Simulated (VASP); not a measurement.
A run of VASP 6.6.1:

The input INCAR:

```
SYSTEM = GaBiTe2Se
  PREC = Accurate
  ENCUT = 520
  EDIFF = 1E-6
  ISMEAR = 0
  SIGMA = 0.1
  LREAL = .FALSE.
  LASPH = .TRUE.
  NELM = 60
  ALGO = Normal
  ISIF = 2
  LWAVE = .FALSE.
  LCHARG = .FALSE.
  GGA = PE
  NBANDS = 31
```

File KPOINTS:

```
Automatic mesh
0
G
  10 10 6
  0 0 0
```

The input POSCAR:

```
GaBiTe2Se
1.0
    4.1095040243      0.0000000000      0.0000000000
    0.0000000000      4.1095040243      0.0000000000
    0.0000000000      0.0000000000      9.5470794392
Ga Bi Te Se
1 1 2 1
Direct
    0.0000000000      0.0000000000      0.5000000000
    0.0000000000      0.0000000000      0.0000000000
    0.5000000000      0.5000000000      0.3539795938
    0.5000000000      0.5000000000      0.6460204062
    0.5000000000      0.5000000000      0.0000000000
```

Potentials or basis: VASP PAW PBE potentials, release 64 (Ga_d, Bi_d, Te, Se).

Command:

```sh
$ cat potpaw_PBE.64/Ga_d/POTCAR potpaw_PBE.64/Bi_d/POTCAR potpaw_PBE.64/Te/POTCAR potpaw_PBE.64/Se/POTCAR > POTCAR
$ mpirun -np 1 vasp_std > vasp.out
```

Hardware: 1 thread of AMD EPYC 9R45 96-Core Processor (Zen 5) (shared host).

Problem. Estimate the wall time of this run.

Solution. Wall time 3 min on 1 thread of AMD EPYC 9R45 96-Core Processor (Zen 5), with other jobs on the host, peak memory 0.56 GiB. Counts: scf iterations 14, k points 84.
